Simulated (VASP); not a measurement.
Set up this calculation in VASP 6.6.1, as the native input.

```
Task                   : single point
Functional             : PBE
Potentials or basis    : VASP PAW PBE potentials, release 64 (Ba_sv, Y_sv, Si)
Cutoff                 : 520 eV
k mesh                 : 6 × 6 × 2
Occupations            : gaussian, width 0.1 eV
Spin                   : no spin polarisation
Dipole correction      : no
Further INCAR settings : ALGO = Normal; EDIFF = 1e-06; NBANDS = 32
```

The structure of BaY3Si lies in POSCAR:

```
BaY3Si
1.0
    4.7204243399      0.0000000000      0.0000000000
   -2.3602121699      4.0880073950      0.0000000000
    0.0000000000      0.0000000000      8.9059281102
Ba Y Si
1 3 1
Direct
    0.6666666667      0.3333333333      0.5000000000
    0.3333333333      0.6666666667      0.5000000000
    0.6666666667      0.3333333333      0.1646844520
    0.6666666667      0.3333333333      0.8353155480
    0.3333333333      0.6666666667      0.0000000000
```

The cell was built from a structure type or drawn by symmetry, and may not be a known phase.

One way to write it, as run:

INCAR

```
SYSTEM = BaY3Si
PREC = Accurate
ENCUT = 520
EDIFF = 1E-6
ISMEAR = 0
SIGMA = 0.1
LREAL = .FALSE.
LASPH = .TRUE.
NELM = 100
ALGO = Normal
ISIF = 2
LWAVE = .FALSE.
LCHARG = .TRUE.
GGA = PE
LELF = .TRUE.
LVHAR = .TRUE.
NBANDS = 32
```

KPOINTS

```
Automatic mesh
0
G
  6 6 2
  0 0 0
```

Potentials or basis: VASP PAW PBE potentials, release 64 (Ba_sv, Y_sv, Si).

Launch:

```sh
$ cat potpaw_PBE.64/Ba_sv/POTCAR potpaw_PBE.64/Y_sv/POTCAR potpaw_PBE.64/Si/POTCAR > POTCAR
$ mpirun -np 1 vasp_std > vasp.out
```

It gave:

```yaml
Pressure: 0.6 GPa
Largest_force: 0.045 eV/Å
Band_gap_on_the_k_mesh: zero (an odd number of electrons rules out a gap without spin polarisation)
```

Caveat: spin-orbit coupling is left out, which moves the levels of the heavy elements.

Wall time 58 s on 1 thread of AMD EPYC 9R45 96-Core Processor (Zen 5), with other jobs on the host, peak memory 0.31 GiB.
